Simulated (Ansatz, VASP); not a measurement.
# TiO2 in VASP and in Ansatz

```
Ti O
1.0
     1.49733    0.86448    6.98154
    -1.49733    0.86448    6.98154
     0.00000   -1.72897    6.98154
Ti O
1 2
Direct
  0.00000 0.00000 0.00000
  0.62047 0.62047 0.62047
  0.37953 0.37953 0.37953
```

Alike in both runs: task single point; functional PBEsol; k mesh 8 × 8 × 8; no spin polarisation.

```csv
,VASP,Ansatz
version,VASP 6.6.1,Ansatz 0.2.0
potentials or method,"VASP PAW PBE potentials, release 64 (Ti_sv, O), cutoff 520 eV","plane waves, PAW"
occupations,"gaussian, width 0.01 eV",fixed
valence electrons in the cell,24,24
```

VASP gave:

| Property | Result |
| --- | --- |
| gap on the k mesh at the Fermi level (eV) | 2.66 |

Problem. Which values does Ansatz return?

Solution. gap on the k mesh at the Fermi level (eV): 2.68.

VASP's potentials were made for PBE, not for PBEsol. Ansatz's warnings: xc potential rough in thin density.
